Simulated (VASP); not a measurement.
Wanted: the native input for a VASP 6.6.1 run.

```yaml
Task: relaxation of cell and atoms
Functional: PBE
Potentials_or_basis: VASP PAW PBE potentials, release 64 (Be, Ag, S)
Cutoff: 600 eV
k_mesh: 4 × 4 × 4
Occupations: gaussian, width 0.1 eV
Spin: no spin polarisation
Dipole_correction: no
Further_INCAR_settings: ALGO = Normal; EDIFF = 1e-06; IBRION = 2; EDIFFG = -0.04; NSW = 90; ISIF = 3
```

The structure of Be3AgS4 lies in POSCAR:

```
Be3AgS4
1.0
   -3.3730855300      3.3730855300      3.3730855300
    3.3730855300     -3.3730855300      3.3730855300
    3.3730855300      3.3730855300     -3.3730855300
Be Ag S
3 1 4
Direct
    0.5000000000      0.5000000000      0.0000000000
    0.0000000000      0.5000000000      0.5000000000
    0.5000000000      0.0000000000      0.5000000000
    0.0000000000      0.0000000000      0.0000000000
    0.3070741600      0.0000000000      0.0000000000
    0.0000000000      0.0000000000      0.3070741600
    0.6929258400      0.6929258400      0.6929258400
    0.0000000000      0.3070741600      0.0000000000
```

One way to write it, as run:

INCAR

```
SYSTEM = Be3AgS4
PREC     = Accurate       ! precision mode
ENCUT    = 600            ! plane-wave cutoff, eV
EDIFF    = 1E-6           ! SCF threshold, eV
ISMEAR   = 0              ! smearing method
SIGMA    = 0.1            ! smearing width, eV
LREAL    = .False.        ! projectors in reciprocal space
LASPH    = .True.         ! aspherical terms in the spheres
NELM     = 60             ! most SCF steps
ALGO     = Normal         ! electronic algorithm
ISIF     = 3              ! what is computed and relaxed
LWAVE    = .False.        ! write WAVECAR
LCHARG   = .False.        ! write CHGCAR
GGA      = PE             ! functional
IBRION   = 2              ! ionic algorithm
NSW      = 90             ! ionic steps
EDIFFG   = -0.04          ! ionic threshold
```

KPOINTS

```
regular mesh
0
Gamma
  4 4 4
  0 0 0
```

Potentials or basis: VASP PAW PBE potentials, release 64 (Be, Ag, S).

Run with:

```sh
$ cat potpaw_PBE.64/Be/POTCAR potpaw_PBE.64/Ag/POTCAR potpaw_PBE.64/S/POTCAR > POTCAR
$ mpirun -np 1 vasp_std > vasp.out
```

Results of the run:

```
Relaxed volume                         : 14.70 Å³/atom
Relaxed cell                           : a = 5.345 Å, b = 5.345 Å, c = 5.345 Å, α = 109.47°, β = 109.47°, γ = 109.47°
Space group after relaxing (to 0.05 Å) : I-43m (No. 217)
Energy gained by relaxing              : 2427.2 meV/atom
Ionic steps                            : 20
Pressure after relaxing                : 0.0 GPa
```

Caveat: the volume moved by over 15 % at a fixed basis, so the end points are rough.

It took 7.7 min on 1 thread of AMD EPYC 9R45 96-Core Processor (Zen 5) (shared host), peak memory 0.33 GiB.
